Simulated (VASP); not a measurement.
Ru, 2 atoms in the cell. The structure is hexagonal, space group P6_3/mmc (No. 194). Conventional cell: a = 2.775 Å, b = 2.775 Å, c = 4.135 Å, α = 90.00°, β = 90.00°, γ = 120.00°. Within 3.5 Å of Ru (site symmetry -6m2) lie 12 Ru at 2.62 to 2.78 Å.  This cell differs from its parent crystal: strained.

| Item | Value |
| --- | --- |
| Program | VASP 6.6.1 |
| Task | single point |
| Functional | PBE |
| Potentials or basis | VASP PAW PBE potentials, release 64 (Ru_pv) |
| Cutoff | 520 eV |
| k mesh | 18 × 18 × 10 |
| Occupations | gaussian, width 0.1 eV |
| Spin | no spin polarisation |
| Dipole correction | no |
| Further INCAR settings | ALGO = Normal; EDIFF = 1e-06; NBANDS = 21 |

Potentials or basis: VASP PAW PBE potentials, release 64 (Ru_pv).

Launch:

```bash
$ cat potpaw_PBE.64/Ru_pv/POTCAR > POTCAR
$ mpirun -np 1 vasp_std > vasp.out
```

Hardware: 1 thread of Intel Xeon 8259CL (shared host).

Task: Estimate the wall time of this run.

Result: It took 2.1 min on 1 thread of Intel Xeon 8259CL (shared host), peak memory 0.23 GiB. Counts: scf iterations 12, k points 222.
